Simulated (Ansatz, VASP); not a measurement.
Two plane-wave programs on Au

Contents of INCAR:

```
SYSTEM = Au
PREC     = Accurate       ! precision mode
ENCUT    = 520            ! plane-wave cutoff, eV
EDIFF    = 1E-6           ! SCF threshold, eV
ISMEAR   = 0              ! smearing method
SIGMA    = 0.1            ! smearing width, eV
LREAL    = .False.        ! projectors in reciprocal space
LASPH    = .True.         ! aspherical terms in the spheres
NELM     = 60             ! most SCF steps
ALGO     = Normal         ! electronic algorithm
ISIF     = 2              ! what is computed and relaxed
LWAVE    = .False.        ! write WAVECAR
LCHARG   = .False.        ! write CHGCAR
GGA      = PS             ! functional
NBANDS   = 12             ! bands
```

File KPOINTS:

```
regular mesh
0
Gamma
  8 8 8
  0 0 0
```

POSCAR

```
Au
1.0
    0.0000000000      2.0399988786      2.0399988786
    2.0399988786      0.0000000000      2.0399988786
    2.0399988786      2.0399988786      0.0000000000
Au
1
Direct
    0.0000000000      0.0000000000      0.0000000000
```

Input for Ansatz:

```yaml
crystal:
  lattice:
    - [0.0, 2.0399988786, 2.0399988786]
    - [2.0399988786, 0.0, 2.0399988786]
    - [2.0399988786, 2.0399988786, 0.0]
  atoms:
    - { symbol: Au, position: [0.0, 0.0, 0.0] }
basis:
  ecutwfc: 420
kpoints:
  mp_grid: { grid: [8, 8, 8] }
hamiltonian:
  xc: pbesol
scf:
  occupations: { method: gaussian, width: 0.1 }
output:
  forces: true
  stress: true
  eigenvalues: true
```

Alike in both runs: task single point; functional PBEsol; k mesh 8 × 8 × 8; occupations gaussian, width 0.1 eV; no spin polarisation.

|  | VASP | Ansatz |
| --- | --- | --- |
| version | VASP 6.6.1 | Ansatz 0.2.0 |
| potentials or method | VASP PAW PBE potentials, release 64 (Au), cutoff 520 eV | scalar-relativistic, plane waves, PAW |
| valence electrons in the cell | 11 | 19 |

```tsv
	VASP	Ansatz	Ansatz less VASP
gap on the k mesh at the Fermi level (eV)	none	none	-
pressure (GPa)	1.1	1.4	+0.29
```

VASP's potentials were made for PBE, not for PBEsol. A gap of «none» marks a metal or a gap that the smearing closes. The functional is the same, so the differences come from potentials, cutoffs and numerics. VASP's potentials hold 11 valence electrons a cell and Ansatz's 19, so a difference there can come from the potentials and not from the codes.

Neither program's run includes spin-orbit coupling.
